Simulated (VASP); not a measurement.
## MgO2: single point with PBEsol

MgO2:

```
CELL_PARAMETERS angstrom
1.54474 0.89186 3.41645
-1.54474 0.89186 3.41645
0.00000 -1.78372 3.41645
ATOMIC_POSITIONS crystal
Mg 0.00000 0.00000 0.00000
O 0.42916 0.42916 0.42916
O 0.57084 0.57084 0.57084
```

- Program: VASP 6.6.1
- Task: single point
- Functional: PBEsol
- Potentials or basis: VASP PAW PBE potentials, release 64 (Mg_sv, O)
- Cutoff: 750 eV
- k mesh: 12 × 12 × 12
- Occupations: gaussian, width 0.02 eV
- Spin: no spin polarisation

The pressure is 9.0 GPa and the largest force is 0.142 eV/Å. The band gap on the k mesh is 2.64 eV.

Forces in eV/Å, atoms in the order of the input:
```
Mg   0.000  0.000  0.000
O    0.000  0.000 -0.142
O    0.000  0.000  0.142
```

Stress tensor (GPa, compression positive):
```
8.56 0.00 0.00
0.00 8.56 0.00
0.00 0.00 9.99
```

Levels at points of the mesh, in eV from the valence-band top:
```tsv
k point	band 7	band 8	band 9	band 10	band 11	band 12	band 13	band 14	band 15	band 16
(0.00, 0.00, 0.00)	-8.41	-3.65	-3.65	-0.93	-0.93	4.96	5.21	12.70	14.40	15.18
(0.50, 0.00, 0.00)	-7.24	-6.72	-4.08	-1.39	-1.33	4.49	8.92	11.10	13.13	14.81
(0.50, 0.50, 0.00)	-6.54	-6.01	-4.75	-2.41	-0.21	3.86	7.93	11.66	13.24	13.45
(0.50, 0.50, 0.50)	-5.27	-4.23	-4.23	0.00	0.00	2.64	5.03	10.24	14.88	14.88
```

Run time: 94 s on 1 thread of AMD EPYC 9R45 96-Core Processor (Zen 5), with other jobs on the host, peak memory 0.27 GiB.

Caveat: the cell stands under pressure; the PAW data sets were made with another functional, which shifts forces and pressure a little. A k mesh can miss the band edges.
